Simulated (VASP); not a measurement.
Input of a VASP 6.6.1 run:

Contents of INCAR:

```
PREC = Accurate ; ENCUT = 520
EDIFF = 1E-6 ; ISMEAR = 0
SIGMA = 0.05 ; LREAL = False
LASPH = True ; NELM = 100
ALGO = Normal ; ISIF = 2
LWAVE = False ; LCHARG = False
GGA = PS ; NBANDS = 49
```

File KPOINTS:

```
Automatic mesh
0
Gamma
  12 12 1
```

Contents of POSCAR:

```
MoS2
1.0
    3.1407285108      0.0000000000      0.0000000000
   -1.5703642554      2.7199506767     -0.0407992602
    0.0000000000     -0.4202085974     28.0139064959
Mo S
3 6
Direct
    0.6666666667      0.3333333333      0.0000000000
    0.3333333333      0.6666666667      0.7755311770
    0.3333333333      0.6666666667      0.2244688230
    0.3333333333      0.6666666667      0.0556609006
    0.6666666667      0.3333333333      0.8311968859
    0.6666666667      0.3333333333      0.2800842459
    0.3333333333      0.6666666667      0.9443390994
    0.6666666667      0.3333333333      0.7199157541
    0.6666666667      0.3333333333      0.1688031141
```

Potentials or basis: VASP PAW PBE potentials, release 64 (Mo_sv, S).

Launch:

```sh
$ cat potpaw_PBE.64/Mo_sv/POTCAR potpaw_PBE.64/S/POTCAR > POTCAR
$ mpirun -np 1 vasp_std > vasp.out
```

Estimate the band gap on the k mesh.

1.20 eV (least direct gap 1.76 eV).

Estimate the largest force.

0.467 eV/Å.

Forces on the atoms (eV/Å):
```
Mo   0.000  0.033  0.001
Mo   0.000 -0.034 -0.002
Mo   0.000 -0.032 -0.001
S    0.000  0.421  0.028
S    0.000  0.456  0.031
S    0.000  0.466  0.033
S    0.000 -0.456 -0.029
S    0.000 -0.433 -0.032
S    0.000 -0.422 -0.030
```

Caveat: the cell differs from its parent crystal (strain -0.0300 x Voigt [0, 0, 0, 1, 0, 0]); the PAW data sets were made with another functional, which shifts forces and pressure a little.
